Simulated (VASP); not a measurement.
# InP (rocksalt type) (Fm-3m) in VASP: notebook, part 2 of 2

VASP 6.6.1.

## 4. Single point, r2SCAN

This run uses another cell than the first one, of 20.75 Å³/atom.

POSCAR reads:

```
InP
1.0
    0.0000000000      2.7477570279      2.7477570279
    2.7477570279      0.0000000000      2.7477570279
    2.7477570279      2.7477570279      0.0000000000
In P
1 1
Direct
    0.0000000000      0.0000000000      0.0000000000
    0.5000000000      0.5000000000      0.5000000000
```

INCAR.step1 reads:

```
  PREC = Accurate
  ENCUT = 520
  ISMEAR = -1
  SIGMA = 0.05
  LREAL = F
  LASPH = T
  NELM = 60
  NBANDS = 16
  GGA = PE
  ALGO = Normal
  EDIFF = 1E-4
  LWAVE = T
  LCHARG = F
```

INCAR.step2 reads:

```
  PREC = Accurate
  ENCUT = 520
  EDIFF = 1E-7
  ISMEAR = -1
  SIGMA = 0.05
  LREAL = F
  LASPH = T
  NELM = 60
  ALGO = Normal
  ISIF = 2
  LWAVE = F
  LCHARG = F
  METAGGA = R2SCAN
  LMIXTAU = T
  NBANDS = 16
  ISTART = 1
```

KPOINTS reads:

```
Automatic mesh
0
Gamma
  14 14 14
```

Potentials or basis: VASP PAW PBE potentials, release 64 (In_d, P).

Launch:

```
> cat potpaw_PBE.64/In_d/POTCAR potpaw_PBE.64/P/POTCAR > POTCAR
> cp INCAR.step1 INCAR
> mpirun -np 1 vasp_std > vasp.out
> cp INCAR.step2 INCAR
> mpirun -np 1 vasp_std > vasp.out
```

OUTCAR:

```text
PREC = Accurate
   ENCUT = 520
   EDIFF = 1E-7
   ISMEAR = -1
   LREAL = F
   LASPH = T
   NELM = 60
   ISIF = 2
   METAGGA = R2SCAN
   ISTART = 1

 ion  position               nearest neighbor table
   1  0.000  0.000  0.000-   2 2.75   2 2.75   2 2.75   2 2.75   2 2.75   2 2.75
   2  0.500  0.500  0.500-   1 2.75   1 2.75   1 2.75   1 2.75   1 2.75   1 2.75

  LATTYP: Found a face centered cubic cell.
 ALAT       =     5.4955140558

  Lattice vectors:

 A1 = (   0.0000000000,   2.7477570279,   2.7477570279)
 A2 = (   2.7477570279,   0.0000000000,   2.7477570279)
 A3 = (   2.7477570279,   2.7477570279,   0.0000000000)

Analysis of symmetry for initial positions (statically):
=====================================================================
 Subroutine PRICEL returns:
 Original cell was already a primitive cell.

 Routine SETGRP: Setting up the symmetry group for a
 face centered cubic supercell.

 Subroutine GETGRP returns: Found 48 space group operations
 (whereof 48 operations were pure point group operations)
 out of a pool of 48 trial point group operations.

The static configuration has the point symmetry O_h .

Analysis of symmetry for dynamics (positions and initial velocities):
[... 161 lines left out ...]
 val. band max:        7.2002985187   @ k =  -0.1429   0.2143   0.0714
 cond. band min:       7.2013933956   @ k =  -0.1429   0.0714   0.0000
 fundamental gap:      0.0010948770
 Fermi energy:         7.2005860798

 k-point     1 :       0.0000    0.0000    0.0000
  band No.  band energies     occupation
      1      -7.6007      2.00000
      2      -7.6007      2.00000
      3      -7.5611      2.00000
      4      -7.5611      2.00000
      5      -7.5611      2.00000
      6      -5.4918      2.00000
[... 433 lines left out ...]
      3      -7.5745      2.00000
      4      -7.5189      2.00000
      5      -7.5053      2.00000
      6      -4.4850      2.00000
[... 8 lines left out ...]
     15      17.9156      0.00000
     16      18.2256      0.00000

 [... further k-points ...]

------------------------ aborting loop because EDIFF is reached ----------------------------------------

  FORCE on cell =-STRESS in cart. coord.  units (eV):
  Direction    XX          YY          ZZ          XY          YZ          ZX
  --------------------------------------------------------------------------------------
  -------------------------------------------------------------------------------------
  Total        0.0120979      0.0120979      0.0120979     -0.0000000     -0.0000000      0.0000000
  in kB        0.4671493      0.4671493      0.4671493     -0.0000000     -0.0000000      0.0000000
  external PRESSURE =       0.4671493 kB  Pullay stress =       0.0000000 kB

 VOLUME and BASIS-vectors are now :
 -----------------------------------------------------------------------------
  energy-cutoff  :      520.00
  volume of cell :       41.49
      direct lattice vectors                 reciprocal lattice vectors
     0.000000000  2.747757028  2.747757028    -0.181966599  0.181966599  0.181966599
     2.747757028  0.000000000  2.747757028     0.181966599 -0.181966599  0.181966599
     2.747757028  2.747757028  0.000000000     0.181966599  0.181966599 -0.181966599

 POSITION                                       TOTAL-FORCE (eV/Angst)
 -----------------------------------------------------------------------------------
      0.00000      0.00000      0.00000        -0.000000     -0.000000      0.000000
      2.74776      2.74776      2.74776         0.000000      0.000000     -0.000000
 -----------------------------------------------------------------------------------
    total drift:                               -0.000000      0.000000      0.000000

  FREE ENERGIE OF THE ION-ELECTRON SYSTEM (eV)
  ---------------------------------------------------
  free  energy   TOTEN  =       -31.7370132581 eV

  energy  without entropy=      -31.7282004328  energy(sigma->0) =      -31.73260685
```

OUTCAR.step1:

```text
PREC = Accurate
   ENCUT = 520
   ISMEAR = -1
   LREAL = F
   LASPH = T
   NELM = 60
[... 675 lines left out ...]
 -----------------------------------------------------------------------------------
      0.00000      0.00000      0.00000        -0.000000      0.000000     -0.000000
      2.74776      2.74776      2.74776         0.000000     -0.000000      0.000000
 -----------------------------------------------------------------------------------
    total drift:                               -0.000000      0.000000      0.000000

  FREE ENERGIE OF THE ION-ELECTRON SYSTEM (eV)
  ---------------------------------------------------
  free  energy   TOTEN  =        -7.9138451101 eV

  energy  without entropy=       -7.9040173318  energy(sigma->0) =       -7.90893122
```

OSZICAR.step1:

```text
N       E                     dE             d eps       ncg     rms          rms(c)
DAV:   1     0.108246082394E+03    0.10825E+03   -0.84389E+03  3344   0.134E+03
DAV:   2    -0.167144594335E+01   -0.10992E+03   -0.10529E+03  3704   0.308E+02
DAV:   3    -0.807517373340E+01   -0.64037E+01   -0.63064E+01  4432   0.707E+01
DAV:   4    -0.822106114386E+01   -0.14589E+00   -0.14583E+00  4184   0.109E+01
DAV:   5    -0.822812390817E+01   -0.70628E-02   -0.70627E-02  4968   0.214E+00    0.495E+00
DAV:   6    -0.792368078983E+01    0.30444E+00   -0.53699E-01  5024   0.125E+01    0.285E+00
DAV:   7    -0.791417141535E+01    0.95094E-02   -0.78605E-02  4808   0.234E+00    0.123E+00
DAV:   8    -0.791376940638E+01    0.40201E-03   -0.60979E-03  4256   0.984E-01    0.143E-01
DAV:   9    -0.791384511014E+01   -0.75704E-04   -0.40467E-04  4544   0.326E-01
   1 F= -.79138451E+01 E0= -.79089312E+01  d E =-.982778E-02
```

It took 9.5 min on 1 thread of Intel Xeon 8259CL, shared host; peak memory 0.22 GiB.

Results:

| Item | Value |
| --- | --- |
| Free energy | -31.7370 eV |
| Pressure | 0.0 GPa |
| Band gap on the k mesh | zero (bands 9 and 10 overlap by 2.61 eV) |

Levels at points of the mesh, in eV from the Fermi level:
```csv
k point,band 7,band 8,band 9,band 10,band 11,band 12
"(0.00, 0.00, 0.00)",-0.33,-0.33,-0.33,1.22,7.53,7.53
"(0.50, 0.00, 0.00)",-6.93,0.14,0.14,2.97,3.70,3.70
"(0.50, 0.50, 0.00)",-5.25,-2.51,-2.51,-2.31,4.16,10.84
```

Caveat: the PAW data sets were made with another functional, which shifts forces and pressure a little; spin-orbit coupling is left out, which moves the levels of the heavy elements.

## 5. Single point, r2SCAN (20.75 Å³/atom)

This run uses another cell than the first one, of 20.75 Å³/atom.

POSCAR reads:

```
InP
1.0
    0.0000000000      2.7477570280      2.7477570280
    2.7477570280      0.0000000000      2.7477570280
    2.7477570280      2.7477570280      0.0000000000
In P
1 1
Direct
    0.0000000000      0.0000000000      0.0000000000
    0.5000000000      0.5000000000      0.5000000000
```

INCAR.step1 reads:

```
SYSTEM = InP
PREC = Accurate
ENCUT = 520
ISMEAR = -1
SIGMA = 0.05
LREAL = .False.
LASPH = .True.
NELM = 80
NBANDS = 16
GGA = PE
ALGO = Normal
EDIFF = 1E-4
LWAVE = .True.
LCHARG = .False.
```

INCAR.step2 reads:

```
SYSTEM = InP
PREC = Accurate
ENCUT = 520
EDIFF = 1E-6
ISMEAR = -1
SIGMA = 0.05
LREAL = .False.
LASPH = .True.
NELM = 80
ALGO = Normal
ISIF = 2
LWAVE = .False.
LCHARG = .False.
METAGGA = R2SCAN
LMIXTAU = .True.
NBANDS = 16
ISTART = 1
```

KPOINTS reads:

```
Automatic mesh
0
Gamma
  14 14 14
  0 0 0
```

Potentials or basis: VASP PAW PBE potentials, release 64 (In_d, P).

Launch:

```
> cat potpaw_PBE.64/In_d/POTCAR potpaw_PBE.64/P/POTCAR > POTCAR
> cp INCAR.step1 INCAR
> mpirun -np 1 vasp_std > vasp.out
> cp INCAR.step2 INCAR
> mpirun -np 1 vasp_std > vasp.out
```

OUTCAR:

```text
SYSTEM = InP
   PREC = Accurate
   ENCUT = 520
   EDIFF = 1E-6
   ISMEAR = -1
   LREAL = .False.
   LASPH = .True.
   NELM = 80
   ISIF = 2
   METAGGA = R2SCAN
   ISTART = 1

 ion  position               nearest neighbor table
   1  0.000  0.000  0.000-   2 2.75   2 2.75   2 2.75   2 2.75   2 2.75   2 2.75
   2  0.500  0.500  0.500-   1 2.75   1 2.75   1 2.75   1 2.75   1 2.75   1 2.75

  LATTYP: Found a face centered cubic cell.
 ALAT       =     5.4955140560

  Lattice vectors:

 A1 = (   0.0000000000,   2.7477570280,   2.7477570280)
 A2 = (   2.7477570280,   0.0000000000,   2.7477570280)
 A3 = (   2.7477570280,   2.7477570280,   0.0000000000)

Analysis of symmetry for initial positions (statically):
=====================================================================
 Subroutine PRICEL returns:
 Original cell was already a primitive cell.

 Routine SETGRP: Setting up the symmetry group for a
 face centered cubic supercell.

 Subroutine GETGRP returns: Found 48 space group operations
 (whereof 48 operations were pure point group operations)
 out of a pool of 48 trial point group operations.
[... 160 lines left out ...]

  energy without entropy =      -31.72819986  energy(sigma->0) =      -31.73260627

 E-fermi :   7.2006     XC(G=0): -11.1247

 val. band max:        7.2002959432   @ k =  -0.1429   0.2143   0.0714
 cond. band min:       7.2013913168   @ k =  -0.1429   0.0714   0.0000
 fundamental gap:      0.0010953737
 Fermi energy:         7.2005837808

 k-point     1 :       0.0000    0.0000    0.0000
  band No.  band energies     occupation
      1      -7.6007      2.00000
      2      -7.6007      2.00000
      3      -7.5611      2.00000
      4      -7.5611      2.00000
      5      -7.5611      2.00000
      6      -5.4918      2.00000
[... 433 lines left out ...]
      3      -7.5746      2.00000
      4      -7.5190      2.00000
      5      -7.5053      2.00000
      6      -4.4850      2.00000
[... 8 lines left out ...]
     15      17.9156      0.00000
     16      18.2256      0.00000

 [... further k-points ...]

------------------------ aborting loop because EDIFF is reached ----------------------------------------

  FORCE on cell =-STRESS in cart. coord.  units (eV):
  Direction    XX          YY          ZZ          XY          YZ          ZX
  --------------------------------------------------------------------------------------
  -------------------------------------------------------------------------------------
  Total        0.0118380      0.0118380      0.0118380      0.0000000      0.0000000      0.0000000
  in kB        0.4571143      0.4571143      0.4571143      0.0000000      0.0000000      0.0000000
  external PRESSURE =       0.4571143 kB  Pullay stress =       0.0000000 kB

 VOLUME and BASIS-vectors are now :
 -----------------------------------------------------------------------------
  energy-cutoff  :      520.00
  volume of cell :       41.49
      direct lattice vectors                 reciprocal lattice vectors
     0.000000000  2.747757028  2.747757028    -0.181966599  0.181966599  0.181966599
     2.747757028  0.000000000  2.747757028     0.181966599 -0.181966599  0.181966599
     2.747757028  2.747757028  0.000000000     0.181966599  0.181966599 -0.181966599

 POSITION                                       TOTAL-FORCE (eV/Angst)
 -----------------------------------------------------------------------------------
      0.00000      0.00000      0.00000        -0.000000      0.000000      0.000000
      2.74776      2.74776      2.74776         0.000000     -0.000000      0.000000
 -----------------------------------------------------------------------------------
    total drift:                               -0.000000      0.000000      0.000000

  FREE ENERGIE OF THE ION-ELECTRON SYSTEM (eV)
  ---------------------------------------------------
  free  energy   TOTEN  =       -31.7370126875 eV

  energy  without entropy=      -31.7281998575  energy(sigma->0) =      -31.73260627
```

OSZICAR.step1:

```text
N       E                     dE             d eps       ncg     rms          rms(c)
DAV:   1     0.108246082388E+03    0.10825E+03   -0.84389E+03  3344   0.134E+03
DAV:   2    -0.167144594392E+01   -0.10992E+03   -0.10529E+03  3704   0.308E+02
DAV:   3    -0.807517373338E+01   -0.64037E+01   -0.63064E+01  4432   0.707E+01
DAV:   4    -0.822106114413E+01   -0.14589E+00   -0.14583E+00  4184   0.109E+01
DAV:   5    -0.822812390815E+01   -0.70628E-02   -0.70627E-02  4968   0.214E+00    0.495E+00
DAV:   6    -0.792368079021E+01    0.30444E+00   -0.53699E-01  5024   0.125E+01    0.285E+00
DAV:   7    -0.791417141639E+01    0.95094E-02   -0.78605E-02  4808   0.234E+00    0.123E+00
DAV:   8    -0.791376940704E+01    0.40201E-03   -0.60979E-03  4256   0.984E-01    0.143E-01
DAV:   9    -0.791384511048E+01   -0.75703E-04   -0.40467E-04  4544   0.326E-01
   1 F= -.79138451E+01 E0= -.79089312E+01  d E =-.982778E-02
```

Run time: 8.6 min. Hardware: 1 thread of Intel Xeon 8259CL, shared host; peak memory 0.22 GiB.

Results:

```
Free energy            : -31.7370 eV
Pressure               : 0.0 GPa
Band gap on the k mesh : zero (bands 9 and 10 overlap by 2.61 eV)
```

Caveat: the PAW data sets were made with another functional, which shifts forces and pressure a little; spin-orbit coupling is left out, which moves the levels of the heavy elements.

## 6. Relaxation of cell and atoms, r2SCAN

This run uses another cell than the first one, of 16.99 Å³/atom.

POSCAR reads:

```
InP
1.0
    0.0000000000      2.5708039839      2.5708039839
    2.5708039839      0.0000000000      2.5708039839
    2.5708039839      2.5708039839      0.0000000000
In P
1 1
Direct
    0.0000000000      0.0000000000      0.0000000000
    0.5000000000      0.5000000000      0.5000000000
```

INCAR.step1 reads:

```
ALGO = Normal ; EDIFF = 1E-4
ENCUT = 600 ; GGA = PE
ISMEAR = -1 ; LASPH = True
LCHARG = False ; LREAL = False
LWAVE = True ; NELM = 80
PREC = Accurate ; SIGMA = 0.05
```

INCAR.step2 reads:

```
ALGO = Normal ; EDIFF = 1E-6
EDIFFG = -0.005 ; ENCUT = 600
IBRION = 2 ; ISIF = 3
ISMEAR = -1 ; ISTART = 1
LASPH = True ; LCHARG = False
LMIXTAU = True ; LREAL = False
LWAVE = False ; METAGGA = R2SCAN
NELM = 80 ; NSW = 60
PREC = Accurate ; SIGMA = 0.05
```

KPOINTS reads:

```
k-points
0
Gamma
  14 14 14
```

Potentials or basis: VASP PAW PBE potentials, release 64 (In_d, P).

Launch:

```
> cat potpaw_PBE.64/In_d/POTCAR potpaw_PBE.64/P/POTCAR > POTCAR
> cp INCAR.step1 INCAR
> mpirun -np 1 vasp_std > vasp.out
> cp INCAR.step2 INCAR
> mpirun -np 1 vasp_std > vasp.out
```

Wall time 29 min (1 thread of Intel Xeon 8259CL, shared host); peak memory 0.23 GiB.

It converged, with:

```
Free energy                           : -31.7351 eV
Relaxed volume                        : 20.76 Å³/atom
Relaxed cell                          : a = 3.887 Å, b = 3.887 Å, c = 3.887 Å, α = 60.00°, β = 60.00°, γ = 60.00°
Space group after relaxing (to 0.1 Å) : Fm-3m (No. 225)
Energy gained by relaxing             : 263.0 meV/atom
Ionic steps                           : 4
Pressure after relaxing               : 0.0 GPa
Band gap on the k mesh                : zero (bands 9 and 10 overlap by 2.61 eV)
```

Step by step:
| step | energy change (eV) | largest force (eV/Å) | pressure (GPa) | volume (Å³) |
| --- | --- | --- | --- | --- |
| 1 | 0.0000 | 0.0000 | 26.97 | 33.98 |
| 2 | -0.2048 | 0.0000 | -9.97 | 50.07 |
| 3 | -0.5258 | 0.0000 | -0.32 | 41.68 |
| 4 | -0.5259 | 0.0000 | -0.01 | 41.51 |

Final structure:
```yaml
crystal:
  lattice:
    - [0.00000, 2.74819, 2.74819]
    - [2.74819, 0.00000, 2.74819]
    - [2.74819, 2.74819, 0.00000]
  atoms:
    - { symbol: In, position: [0.00000, 0.00000, 0.00000] }
    - { symbol: P, position: [0.50000, 0.50000, 0.50000] }
```

Levels at points of the mesh, in eV from the Fermi level:
```
           k point  band 7  band 8  band 9  band 10  band 11  band 12
(0.00, 0.00, 0.00)   -0.33   -0.33   -0.33     1.22     7.53     7.53
(0.50, 0.00, 0.00)   -6.93    0.14    0.14     2.97     3.70     3.70
(0.50, 0.50, 0.00)   -5.24   -2.51   -2.51    -2.31     4.16    10.83
```

Caveat: the volume moved by over 15 % at a fixed basis, so the end points are rough; the PAW data sets were made with another functional, which shifts forces and pressure a little; spin-orbit coupling is left out, which moves the levels of the heavy elements.

## 7. Overview

```tsv
task	cell	cutoff (eV)	gap on the mesh (eV)	pressure (GPa)
single point	a = 3.724 Å, angles 60.0°, 2 atoms	520	none	14.6
single point	a = 3.807 Å, angles 60.0°, 2 atoms	520	none	6.1
single point	a = 3.886 Å, angles 60.0°, 2 atoms	520	none	0.0
relaxation of cell and atoms	relaxed from a = 3.636 Å, angles 60.0°, 2 atoms	600	none	0.0
```

Alike in all rows: level r2SCAN; potentials or basis VASP PAW PBE potentials, release 64 (In_d, P); no spin polarisation; k mesh 14 × 14 × 14; smearing fermi-dirac 0.05 eV.

Caveats: the PAW data sets were made with another functional, which shifts forces and pressure a little; spin-orbit coupling is left out, which moves the levels of the heavy elements; the cell stands under pressure (at least some runs); the volume moved by over 15 % at a fixed basis, so the end points are rough (at least some runs).

Total energies depend on the potentials used, so only differences within one code and one set of settings carry meaning.

The gap in the log of VASP goes by the Fermi energy; the results here count the filled bands.